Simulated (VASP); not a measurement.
Set up this calculation in VASP 6.6.1, as the native input.

```
Task                   : relaxation of cell and atoms
Functional             : PBE
Potentials or basis    : VASP PAW PBE potentials, release 64 (Mo_sv, W_sv)
Cutoff                 : 600 eV
k mesh                 : 12 × 12 × 12
Occupations            : gaussian, width 0.1 eV
Spin                   : no spin polarisation
Dipole correction      : no
Further INCAR settings : ALGO = Fast; EDIFF = 1e-07; IBRION = 2; EDIFFG = -0.01; NSW = 100; ISIF = 3
```

The structure of MoW3 lies in POSCAR:

```
MoW3
1.0
    0.0000000000      3.1791801882      3.1791801882
    3.1791801882      0.0000000000      3.1791801882
    3.1791801882      3.1791801882      0.0000000000
Mo W
1 3
Direct
    0.0000000000      0.0000000000      0.0000000000
    0.7500000000      0.7500000000      0.7500000000
    0.5000000000      0.5000000000      0.5000000000
    0.2500000000      0.2500000000      0.2500000000
```

The cell was generated, and may not be a known phase.

The input as run:

INCAR

```
ALGO     = Fast           # electronic algorithm
EDIFF    = 1E-7           # SCF threshold, eV
EDIFFG   = -0.01          # ionic threshold
ENCUT    = 600            # plane-wave cutoff, eV
GGA      = PE             # functional
IBRION   = 2              # ionic algorithm
ISIF     = 3              # what is computed and relaxed
ISMEAR   = 0              # smearing method
LASPH    = T              # aspherical terms in the spheres
LCHARG   = F              # write CHGCAR
LREAL    = F              # projectors in reciprocal space
LWAVE    = F              # write WAVECAR
NELM     = 80             # most SCF steps
NSW      = 100            # ionic steps
PREC     = Accurate       # precision mode
SIGMA    = 0.1            # smearing width, eV
```

KPOINTS

```
k-points
0
Gamma
  12 12 12
```

Potentials or basis: VASP PAW PBE potentials, release 64 (Mo_sv, W_sv).

Run with:

```console
$ cat potpaw_PBE.64/Mo_sv/POTCAR potpaw_PBE.64/W_sv/POTCAR > POTCAR
$ mpirun -np 1 vasp_std > vasp.out
```

It gave:

```yaml
Relaxed_volume: 16.08 Å³/atom
Relaxed_cell: a = 4.497 Å, b = 4.497 Å, c = 4.497 Å, α = 60.00°, β = 60.00°, γ = 60.00°
Space_group_after_relaxing_to_0.1_Å: Fm-3m (No. 225)
Energy_gained_by_relaxing: 0.0 meV/atom
Ionic_steps: 3
Pressure_after_relaxing: 0.0 GPa
Band_gap_on_the_k_mesh: zero (bands 28 and 29 overlap by 0.47 eV)
```

Caveat: spin-orbit coupling is left out, which moves the levels of the heavy elements.

Wall time 13 min on 1 thread of Intel Xeon 8259CL, on a shared host, peak memory 0.33 GiB.
